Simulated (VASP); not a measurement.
Cd: single point with PBE

Crystal: Cd.

```
CELL_PARAMETERS angstrom
3.09803 0.00000 0.00000
-1.54901 2.68297 0.00000
0.00000 0.00000 5.61765
ATOMIC_POSITIONS crystal
Cd 0.33333 0.66667 0.25000
Cd 0.66667 0.33333 0.75000
```

This cell differs from its parent crystal: strain +0.0400 x Voigt [1, 1, 0, 0, 0, 0].

```json
{
  "Program": "VASP 6.6.1",
  "Task": "single point",
  "Functional": "PBE",
  "Potentials or basis": "VASP PAW PBE potentials, release 64 (Cd)",
  "Cutoff": "520 eV",
  "k mesh": "18 × 18 × 8",
  "Occupations": "gaussian, width 0.15 eV",
  "Spin": "no spin polarisation"
}
```

- Pressure: -0.9 GPa
- Band gap on the k mesh: zero (bands 12 and 13 overlap by 3.76 eV)

Stress tensor (GPa, compression positive):
```
-1.21  0.00  0.00
 0.00 -1.21  0.00
 0.00  0.00 -0.23
```

Levels at points of the mesh, in eV from the Fermi level:
```
           k point  band 10  band 11  band 12  band 13  band 14  band 15
(0.00, 0.00, 0.00)    -8.45    -8.40    -2.71    -2.60    11.06    13.36
(0.50, 0.00, 0.00)    -8.24    -2.28    -2.05     2.01     2.88     2.93
(0.00, 0.00, 0.50)    -8.56    -6.94    -6.94     4.07     4.07    14.04
(0.50, 0.00, 0.50)    -8.26    -1.42    -1.42    -0.26    -0.26     8.07
```

Wall time 38 s on 1 thread of Intel(R) Xeon(R) 6975P-C (Granite Rapids), with other jobs on the host, peak memory 0.25 GiB.

Caveat: the cell differs from its parent crystal (strain +0.0400 x Voigt [1, 1, 0, 0, 0, 0]).
